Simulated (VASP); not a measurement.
Here is a VASP 6.6.1 calculation.

Contents of INCAR:

```
  PREC = Accurate
  ENCUT = 600
  EDIFF = 1E-6
  ISMEAR = 0
  SIGMA = 0.1
  LREAL = False
  LASPH = True
  NELM = 80
  ALGO = Fast
  ISIF = 3
  LWAVE = False
  LCHARG = False
  GGA = PE
  IBRION = 2
  NSW = 90
  EDIFFG = -0.04
```

Contents of KPOINTS:

```
regular mesh
0
Gamma
  4 4 4
```

The input POSCAR:

```
Ta2SiOF2
1.0
    2.4406671900     -4.0632417900      0.0000000000
    2.4406671900      4.0632417900      0.0000000000
    0.0000000000      0.0000000000      3.9317458000
Ta Si O F
2 1 1 2
Direct
    0.5000000000      0.0000000000      0.5000000000
    0.0000000000      0.5000000000      0.5000000000
    0.5000000000      0.5000000000      0.5000000000
    0.0000000000      0.0000000000      0.0000000000
    0.6641809900      0.3358190100      0.0000000000
    0.3358190100      0.6641809900      0.0000000000
```

Potentials or basis: VASP PAW PBE potentials, release 64 (Ta_pv, Si, O, F).

Run with:

```bash
$ cat potpaw_PBE.64/Ta_pv/POTCAR potpaw_PBE.64/Si/POTCAR potpaw_PBE.64/O/POTCAR potpaw_PBE.64/F/POTCAR > POTCAR
$ mpirun -np 1 vasp_std > vasp.out
```

(1) Predict the relaxed cell.

(2) Predict the space group after relaxing (to 0.1 Å).

(3) What does it give for the relaxed volume?

(4) Estimate the band gap on the k mesh.

Results:

(1) a = 5.216 Å, b = 5.216 Å, c = 3.767 Å, α = 90.00°, β = 90.00°, γ = 118.76°.

(2) Cmmm (No. 65).

(3) 14.97 Å³/atom.

(4) zero (bands 23 and 24 overlap by 0.89 eV).

Caveat: the k points lie up to 0.42 Å⁻¹ apart in the final cell, too coarse for converged energies and pressures of a metal; the volume moved by over 15 % at a fixed basis, so the end points are rough; spin-orbit coupling is left out, which moves the levels of the heavy elements.
